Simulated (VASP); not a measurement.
A run of VASP 6.6.1:

Contents of POSCAR:

```
Hg
1.0
    1.8684004917      1.0787215269      2.2340000000
   -1.8684004917      1.0787215269      2.2340000000
    0.0000000000     -2.1574430537      2.2340000000
Hg
1
Direct
    0.0000000000      0.0000000000      0.0000000000
```

The input INCAR.step1:

```
SYSTEM = Hg
PREC = Accurate
ENCUT = 520
ISMEAR = 0
SIGMA = 0.15
LREAL = .False.
LASPH = .True.
NELM = 100
NBANDS = 12
GGA = PE
ALGO = Normal
EDIFF = 1E-4
LWAVE = .True.
LCHARG = .False.
```

The input INCAR.step2:

```
SYSTEM = Hg
PREC = Accurate
ENCUT = 520
EDIFF = 1E-6
ISMEAR = 0
SIGMA = 0.15
LREAL = .False.
LASPH = .True.
NELM = 100
ALGO = Normal
ISIF = 2
LWAVE = .False.
LCHARG = .False.
METAGGA = R2SCAN
LMIXTAU = .True.
NBANDS = 12
ISTART = 1
```

KPOINTS

```
regular mesh
0
Gamma
  18 18 18
  0 0 0
```

Potentials or basis: VASP PAW PBE potentials, release 64 (Hg).

Launch:

```sh
$ cat potpaw_PBE.64/Hg/POTCAR > POTCAR
$ cp INCAR.step1 INCAR
$ mpirun -np 1 vasp_std > vasp.out
$ cp INCAR.step2 INCAR
$ mpirun -np 1 vasp_std > vasp.out
```

Hardware: 1 thread of Intel(R) Xeon(R) 6975P-C (Granite Rapids) (shared host).

Task: Estimate the wall time of this run.

Result: Wall time 120 s on 1 thread of Intel(R) Xeon(R) 6975P-C (Granite Rapids) (shared host), peak memory 0.29 GiB. Counts: k points 580.
